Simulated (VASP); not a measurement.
Here is a VASP 6.6.1 calculation.

Contents of POSCAR:

```
Ti
1.0
    2.9421147475      0.0000000000      0.0000000000
   -1.4710573738      2.5479461122      0.0000000000
    0.0000000000      0.0000000000      4.6361622354
Ti
2
Direct
    0.6666666667      0.3333333333      0.7500000000
    0.3333333333      0.6666666667      0.2500000000
```

INCAR.step1

```
SYSTEM = Ti
PREC = Accurate ; ENCUT = 520
EDIFF = 1E-5 ; ISMEAR = -1
SIGMA = 0.05 ; LREAL = .False.
LASPH = .True. ; NELM = 80
ALGO = Normal ; ISIF = 2
LWAVE = .True. ; NBANDS = 19
GGA = PE
```

File INCAR.step2:

```
SYSTEM = Ti
PREC = Accurate ; ENCUT = 520
EDIFF = 1E-6 ; ISMEAR = -1
SIGMA = 0.05 ; LREAL = .False.
LASPH = .True. ; NELM = 80
ALGO = Normal ; ISIF = 2
LWAVE = .False. ; LCHARG = .True.
GGA = B3 ; LHFCALC = .True.
AEXX = 0.2 ; AGGAX = 0.72
AGGAC = 0.81 ; ALDAC = 0.19
PRECFOCK = Normal ; LELF = .True.
LVHAR = .True. ; NBANDS = 19
ISTART = 1
```

File KPOINTS:

```
regular mesh
0
Gamma
  5 5 3
  0 0 0
```

Potentials or basis: VASP PAW PBE potentials, release 64 (Ti_sv).

Command:

```bash
$ cat potpaw_PBE.64/Ti_sv/POTCAR > POTCAR
$ cp INCAR.step1 INCAR
$ mpirun -np 1 vasp_std > vasp.out
$ cp INCAR.step2 INCAR
$ mpirun -np 1 vasp_std > vasp.out
```

Question: Estimate the pressure.

Answer: -0.7 GPa.

Question: Estimate the band gap on the k mesh.

Answer: Zero (bands 12 and 13 overlap by 1.56 eV).

Stress tensor (GPa, compression positive):
```
 0.13  0.00  0.00
 0.00  0.13  0.00
 0.00  0.00 -2.39
```

Caveat: the k points lie up to 0.49 Å⁻¹ apart, too coarse for converged energies and pressures of a metal; the PAW data sets were made with another functional, which shifts forces and pressure a little.
